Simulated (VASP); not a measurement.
# SiC (F-43m) in VASP: notebook, part 4 of 4

VASP 6.6.1.

### Step 5. Single point, PBE

This run uses another cell than the first one, of 10.35 Å³/atom.

Input file INCAR:

```
SYSTEM = SiC
ALGO = Normal
EDIFF = 1E-6
ENCUT = 600
GGA = PE
GGA_COMPAT = .False.
ISIF = 2
ISMEAR = -1
LASPH = .True.
LCHARG = .False.
LREAL = .False.
LWAVE = .False.
NBANDS = 11
NELM = 120
PREC = Accurate
SIGMA = 0.04
```

Input file KPOINTS:

```
k-points
0
Gamma
  4 4 4
  0 0 0
```

Input file POSCAR:

```
SiC
1.0
    0.0000000000      2.1790000000      2.1790000000
    2.1790000000      0.0000000000      2.1790000000
    2.1790000000      2.1790000000      0.0000000000
Si C
1 1
Direct
    0.0000000000      0.0000000000      0.0000000000
    0.7500000000      0.7500000000      0.7500000000
```

Potentials or basis: VASP PAW PBE potentials, release 64 (Si, C).

On the command line:

```
> cat potpaw_PBE.64/Si/POTCAR potpaw_PBE.64/C/POTCAR > POTCAR
> mpirun -np 1 vasp_std > vasp.out
```

OUTCAR:

```text
SYSTEM = SiC
   EDIFF = 1E-6
   ENCUT = 600
   GGA = PE
   ISIF = 2
   ISMEAR = -1
   LASPH = .True.
   LREAL = .False.
   NELM = 120
   PREC = Accurate

 ion  position               nearest neighbor table
   1  0.000  0.000  0.000-   2 1.89   2 1.89   2 1.89   2 1.89
   2  0.750  0.750  0.750-   1 1.89   1 1.89   1 1.89   1 1.89

  LATTYP: Found a face centered cubic cell.
 ALAT       =     4.3580000000

  Lattice vectors:

 A1 = (   0.0000000000,   2.1790000000,   2.1790000000)
 A2 = (   2.1790000000,   0.0000000000,   2.1790000000)
 A3 = (   2.1790000000,   2.1790000000,   0.0000000000)

Analysis of symmetry for initial positions (statically):
=====================================================================
 Subroutine PRICEL returns:
 Original cell was already a primitive cell.

 Routine SETGRP: Setting up the symmetry group for a
 face centered cubic supercell.

 Subroutine GETGRP returns: Found 24 space group operations
 (whereof 24 operations were pure point group operations)
 out of a pool of 48 trial point group operations.

The static configuration has the point symmetry T_d .

Analysis of symmetry for dynamics (positions and initial velocities):
=====================================================================
 Subroutine PRICEL returns:
 Original cell was already a primitive cell.

 Routine SETGRP: Setting up the symmetry group for a
 face centered cubic supercell.

 Subroutine GETGRP returns: Found 24 space group operations
 (whereof 24 operations were pure point group operations)
 out of a pool of 48 trial point group operations.

The dynamic configuration has the point symmetry T_d .

 Subroutine INISYM returns: Found 24 space group operations
 (whereof 24 operations are pure point group operations),
 and found     1 'primitive' translations

----------------------------------------------------------------------------------------

                                     Primitive cell

  volume of cell :      20.6920

  direct lattice vectors                    reciprocal lattice vectors
     0.000000000  2.179000000  2.179000000    -0.229463056  0.229463056  0.229463056
     2.179000000  0.000000000  2.179000000     0.229463056 -0.229463056  0.229463056
     2.179000000  2.179000000  0.000000000     0.229463056  0.229463056 -0.229463056

  length of vectors
     3.081571352  3.081571352  3.081571352     0.397441672  0.397441672  0.397441672

  position of ions in fractional coordinates (direct lattice)
     0.000000000  0.000000000  0.000000000
     0.750000000  0.750000000  0.750000000

  ion indices of the primitive-cell ions
   primitive index   ion index
                 1           1
                 2           2

----------------------------------------------------------------------------------------

 KPOINTS: k-points

Automatic generation of k-mesh.
 Grid dimensions read from file:
 generate k-points for:    4    4    4

 Generating k-lattice:

  Cartesian coordinates                     Fractional coordinates (reciprocal lattice)
    -0.057365764  0.057365764  0.057365764     0.250000000  0.000000000  0.000000000
     0.057365764 -0.057365764  0.057365764     0.000000000  0.250000000  0.000000000
     0.057365764  0.057365764 -0.057365764     0.000000000  0.000000000  0.250000000

  Length of vectors
     0.099360418  0.099360418  0.099360418

  Shift w.r.t. Gamma in fractional coordinates (k-lattice)
     0.000000000  0.000000000  0.000000000

 Subroutine IBZKPT returns following result:
 ===========================================

 Found      8 irreducible k-points:

 Following reciprocal coordinates:
            Coordinates               Weight
  0.000000  0.000000  0.000000      1.000000
  0.250000  0.000000  0.000000      8.000000
  0.500000  0.000000  0.000000      4.000000
  0.250000  0.250000  0.000000      6.000000
  0.500000  0.250000  0.000000     24.000000
 -0.250000  0.250000  0.000000     12.000000
  0.500000  0.500000  0.000000      3.000000
 -0.250000  0.500000  0.250000      6.000000
   k-points           NKPTS =      8   k-points in BZ     NKDIM =      8   number of bands    NBANDS=     11
   number of dos      NEDOS =    301   number of ions     NIONS =      2
   total plane-waves  NPLWV =  21952
   dimension x,y,z NGX =    28 NGY =   28 NGZ =   28
   dimension x,y,z NGXF=    56 NGYF=   56 NGZF=   56
   ions per type =               1   1
   NGX,Y,Z   is equivalent  to a cutoff of  15.11, 15.11, 15.11 a.u.
   NGXF,Y,Z  is equivalent  to a cutoff of  30.21, 30.21, 30.21 a.u.
 SYSTEM =  SiC
   PREC   = accura    normal or accurate (medium, high low for compatibility)
   ISTART =      0    job   : 0-new  1-cont  2-samecut
   ICHARG =      2    charge: 1-file 2-atom 10-const
   ISPIN  =      1    spin polarized calculation?
   LNONCOLLINEAR =      F non collinear calculations
   LSORBIT =      F    spin-orbit coupling
   LASPH  =      T    aspherical Exc in radial PAW
   ENCUT  =  600.0 eV  44.10 Ry    6.64 a.u.   6.15  6.15  6.15*2*pi/ulx,y,z
   NELM   =    120;   NELMIN=  2; NELMDL= -5     # of ELM steps
   EDIFF  = 0.1E-05   stopping-criterion for ELM
   LREAL  =      F    real-space projection
   EDIFFG = 0.1E-04   stopping-criterion for IOM
   NSW    =      0    number of steps for IOM
   IBRION =     -1    ionic relax: 0-MD 1-quasi-New 2-CG
   NFREE  =      0    steps in history (QN), initial steepest desc. (CG)
   ISIF   =      2    stress and relaxation
   ISYM   =      2    0-nonsym 1-usesym 2-fastsym
   POTIM  = 0.5000    time-step for ionic-motion
   TEBEG  =    0.0;   TEEND  =   0.0 temperature during run
   PSTRESS=    0.0 pullay stress
   NELECT =       8.0000    total number of electrons
   NUPDOWN=      -1.0000    fix difference up-down
   EMIN   =  10.00;   EMAX   =-10.00  energy-range for DOS
   EFERMI =   0.00;   METHOD = LEGACY
   ISMEAR =    -1;   SIGMA  =   0.04  broadening in eV -4-tet -1-fermi 0-gaus
   EFERMI_NEDOS =   21; number of points for ismear=-14 and -15
   IALGO  =     38    algorithm
   IMIX   =      4    mixing-type and parameters
     AMIX     =   0.40;   BMIX     =  1.00
     AMIX_MAG =   1.60;   BMIX_MAG =  1.00
  volume/ion in A,a.u.               =      10.35        69.82
  Fermi-wavevector in a.u.,A,eV,Ry     =   1.192626  2.253736 19.352338  1.422357
  Thomas-Fermi vector in A             =   2.328660
   LORBIT       =      0    0 simple, 1 ext, 2 COOP (PROOUT), +10 PAW based schemes
   GGA     = PE    functional components
   LHFCALC =     F    Hartree Fock is set to
   AEXX    =    0.0000 exact exchange contribution
   IVDW    =     0    specifies the selected vdW correction
   LEPSILON=     F    determine dielectric tensor
   LRPA    =     F    only Hartree local field effects (RPA)
 non-spin polarized calculation
  energy-cutoff  :      600.00
  volume of cell :       20.69
 maximum number of plane-waves:       701
 NGX is ok and might be reduce to    28
   NGX = 13   NGY = 13   NGZ = 13

 number of electron       8.0000000 magnetization

 Free energy of the ion-electron system (eV)
  ---------------------------------------------------
  ext. energy  EPLUGINS =         0.00000000
  ---------------------------------------------------
  free energy    TOTEN  =       -14.93334666 eV

  energy without entropy =      -14.93334665  energy(sigma->0) =      -14.93334666

 E-fermi :   8.8196     XC(G=0): -11.3406

 val. band max:        8.1644946778   @ k =   0.0000   0.0000   0.0000
 cond. band min:       9.4747098244   @ k =   0.5000   0.5000   0.0000
 fundamental gap:      1.3102151465
 Fermi energy:         8.8196088597

 k-point     1 :       0.0000    0.0000    0.0000
  band No.  band energies     occupation
      1      -7.2649      2.00000
      2       8.1645      2.00000
      3       8.1645      2.00000
      4       8.1645      2.00000
      5      14.3881      0.00000
      6      15.4224      0.00000
      7      15.4224      0.00000
      8      15.4224      0.00000
      9      22.6221      0.00000
     10      22.6221      0.00000
     11      24.6030      0.00000
[... 85 lines left out ...]
 k-point     8 :      -0.2500    0.5000    0.2500
  band No.  band energies     occupation
      1      -1.9950      2.00000
      2       1.1138      2.00000
      3       3.1536      2.00000
      4       3.4479      2.00000
      5      13.3474      0.00000
      6      17.5671      0.00000
      7      17.6077      0.00000
      8      17.8968      0.00000
      9      22.3769      0.00000
     10      25.5744      0.00000
     11      29.2014      0.00000

------------------------ aborting loop because EDIFF is reached ----------------------------------------

  FORCE on cell =-STRESS in cart. coord.  units (eV):
  Direction    XX          YY          ZZ          XY          YZ          ZX
  --------------------------------------------------------------------------------------
  -------------------------------------------------------------------------------------
  Total        0.4484769      0.4484769      0.4484769      0.0000000      0.0000000     -0.0000000
  in kB       34.7255375     34.7255375     34.7255375      0.0000000      0.0000000     -0.0000000
  external PRESSURE =      34.7255375 kB  Pullay stress =       0.0000000 kB

 VOLUME and BASIS-vectors are now :
 -----------------------------------------------------------------------------
  energy-cutoff  :      600.00
  volume of cell :       20.69
      direct lattice vectors                 reciprocal lattice vectors
     0.000000000  2.179000000  2.179000000    -0.229463056  0.229463056  0.229463056
     2.179000000  0.000000000  2.179000000     0.229463056 -0.229463056  0.229463056
     2.179000000  2.179000000  0.000000000     0.229463056  0.229463056 -0.229463056

 POSITION                                       TOTAL-FORCE (eV/Angst)
 -----------------------------------------------------------------------------------
      0.00000      0.00000      0.00000         0.000000     -0.000000      0.000000
      3.26850      3.26850      3.26850        -0.000000      0.000000     -0.000000
 -----------------------------------------------------------------------------------
    total drift:                                0.000000      0.000000      0.000000

  FREE ENERGIE OF THE ION-ELECTRON SYSTEM (eV)
  ---------------------------------------------------
  free  energy   TOTEN  =       -14.9333466605 eV

  energy  without entropy=      -14.9333466505  energy(sigma->0) =      -14.93334666
```

It took 7.4 s on 1 thread of Intel Xeon 8259CL, shared host; peak memory 0.15 GiB.

Results:

```
Free energy            : -14.9333 eV
Pressure               : 3.5 GPa
Band gap on the k mesh : 1.31 eV (least direct gap 4.51 eV)
```

Levels at points of the mesh, in eV from the valence-band top:
| k point | band 1 | band 2 | band 3 | band 4 | band 5 | band 6 | band 7 | band 8 | band 9 |
| --- | --- | --- | --- | --- | --- | --- | --- | --- | --- |
| (0.00, 0.00, 0.00) | -15.43 | 0.00 | 0.00 | 0.00 | 6.22 | 7.26 | 7.26 | 7.26 | 14.46 |
| (0.50, 0.00, 0.00) | -11.85 | -8.57 | -1.06 | -1.06 | 5.40 | 7.18 | 7.18 | 10.03 | 16.18 |
| (0.50, 0.50, 0.00) | -10.39 | -7.83 | -3.20 | -3.20 | 1.31 | 4.28 | 14.01 | 14.01 | 14.79 |

Caveat: the k points lie up to 0.62 Å⁻¹ apart. A k mesh can miss the band edges.

### Step 6. The runs side by side

```csv
task,level,cell,k mesh,cutoff (eV),smearing,gap on the mesh (eV),pressure (GPa)
single point,r2SCAN,"a = 3.019 Å, angles 60.0°, 2 atoms",10 × 10 × 10,660,fermi-dirac 0.05 eV,1.68,15.0
single point,r2SCAN,"a = 3.142 Å, angles 60.0°, 2 atoms",10 × 10 × 10,660,fermi-dirac 0.05 eV,1.76,-12.4
relaxation of cell and atoms,PBEsol+D3(BJ),"relaxed from a = 3.040 Å, angles 60.0°, 2 atoms",10 × 10 × 10,600,tetrahedron,1.22,0.0
single point,PBE,"a = 3.082 Å, angles 60.0°, 2 atoms",4 × 4 × 4,600,fermi-dirac 0.04 eV,1.31,3.5
```

Alike in all rows: potentials or basis VASP PAW PBE potentials, release 64 (Si, C); no spin polarisation.

Caveats: some runs use coarse meshes; the PAW data sets were made with another functional, which shifts forces and pressure a little (at least some runs); the cell stands under pressure (at least some runs); the cell stands under tension (at least some runs).

Total energies depend on the potentials used, so only differences within one code and one set of settings carry meaning.
